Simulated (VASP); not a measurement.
Crystal: Zr3B.

```
Zr B
1.0
     4.70411    0.00000    0.00000
     0.00000    4.70411    0.00000
     0.00000    0.00000    4.70411
Zr B
6 2
Direct
  0.25000 0.00000 0.50000
  0.50000 0.75000 0.00000
  0.75000 0.00000 0.50000
  0.50000 0.25000 0.00000
  0.00000 0.50000 0.75000
  0.00000 0.50000 0.25000
  0.00000 0.00000 0.00000
  0.50000 0.50000 0.50000
```

| Quantity | Value |
| --- | --- |
| Program | VASP 6.6.1 |
| Task | relaxation of cell and atoms |
| Functional | PBE |
| Potentials or basis | VASP PAW PBE potentials, release 64 (Zr_sv, B) |
| Cutoff | 600 eV |
| k mesh | 4 × 4 × 4 |
| Occupations | gaussian, width 0.1 eV |
| Spin | no spin polarisation |

At the start: pressure 75.7 GPa; volume 13.01 Å³/atom.

Task: Where does the relaxation end?

Result: Over 7 steps the energy falls by 950.1 meV/atom and the volume is 18.33 Å³/atom (+40.9 %); space group Pm-3n (No. 223, to 0.05 Å).

The path:
| step | energy change (eV) | largest force (eV/Å) | pressure (GPa) | volume (Å³) |
| --- | --- | --- | --- | --- |
| 1 | 0.0000 | 0.0000 | 75.69 | 104.10 |
| 2 | 88.1144 | 0.0000 | -9.89 | 226.88 |
| 3 | -2.6954 | 0.0000 | -16.64 | 194.08 |
| 4 | -6.9525 | 0.0000 | -10.34 | 164.04 |
| 5 | -7.4635 | 0.0000 | 6.34 | 139.54 |
| 6 | -7.5991 | 0.0000 | -0.68 | 147.64 |
| 7 | -7.6010 | 0.0000 | 0.07 | 146.67 |

Final structure:
```
Zr B
1.0
     5.27368    0.00000    0.00000
     0.00000    5.27368    0.00000
     0.00000    0.00000    5.27368
Zr B
6 2
Cartesian
  1.3184 0.0000 2.6368
  2.6368 3.9553 0.0000
  3.9553 0.0000 2.6368
  2.6368 1.3184 0.0000
  0.0000 2.6368 3.9553
  0.0000 2.6368 1.3184
  0.0000 0.0000 0.0000
  2.6368 2.6368 2.6368
```

Caveat: the volume moved by over 15 % at a fixed basis, so the end points are rough.
